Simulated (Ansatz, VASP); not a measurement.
Re in VASP and in Ansatz

```
Re
1.0
     2.77908    0.00000    0.00000
    -1.38954    2.40676    0.00000
     0.00000    0.00000    4.48773
Re
2
Direct
  0.66667 0.33333 0.75000
  0.33333 0.66667 0.25000
```

Alike in both runs: task single point; functional revPBE; k mesh 11 × 11 × 6; occupations fermi-dirac, width 0.05 eV; no spin polarisation.

```csv
,VASP,Ansatz
version,VASP 6.6.1,Ansatz 0.2.0
potentials or method,"VASP PAW PBE potentials, release 64 (Re)",Ansatz PAW
plane-wave cutoff (eV),520,420
valence electrons in the cell,14,30
```

Ansatz gave:

| Quantity | Value |
| --- | --- |
| gap on the k mesh at the Fermi level (eV) | none |
| pressure (GPa) | 1.3 |
| traceless stress, the component that is largest in VASP (GPa) | 0.33 |

Problem. What did VASP give for the same quantities?

Solution. gap on the k mesh at the Fermi level (eV): none; pressure (GPa): 0.8; traceless stress, the component that is largest in VASP (GPa): 0.18.

VASP's potentials were made for PBE, not for revPBE. A gap of «none» marks a metal or a gap that the smearing closes. With one functional, cell and mesh, what is left measures potentials, basis and numerics. VASP's potentials hold 14 valence electrons a cell and Ansatz's 30, so a difference there can come from the potentials and not from the codes.

Spin-orbit coupling is off throughout.
